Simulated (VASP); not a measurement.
Here is a VASP 6.6.1 calculation.

The input INCAR:

```
SYSTEM = ZnO
ALGO = Normal
EDIFF = 1E-7
ENCUT = 520
GGA = PE
ISIF = 2
ISMEAR = 0
LASPH = .True.
LCHARG = .False.
LREAL = .False.
LWAVE = .False.
NBANDS = 26
NELM = 60
PREC = Accurate
SIGMA = 0.01
```

The input KPOINTS:

```
k-points
0
Gamma
  12 12 4
  0 0 0
```

File POSCAR:

```
ZnO
1.0
    3.2201646543      0.0000000000      0.0000000000
   -1.6100823272      2.7887441247      0.0000000000
    0.0000000000      0.0000000000      5.1590185118
Zn O
2 2
Direct
    0.3333333333      0.6666666667      0.5000000000
    0.6666666667      0.3333333333      0.0000000000
    0.6666666667      0.3333333333      0.3790100000
    0.3333333333      0.6666666667      0.8790100000
```

Potentials or basis: VASP PAW PBE potentials, release 64 (Zn, O).

Run with:

```sh
$ cat potpaw_PBE.64/Zn/POTCAR potpaw_PBE.64/O/POTCAR > POTCAR
$ mpirun -np 1 vasp_std > vasp.out
```

(1) Estimate the band gap on the k mesh.

(2) Estimate the pressure.

Results:

(1) 0.83 eV, direct.

(2) 10.4 GPa.
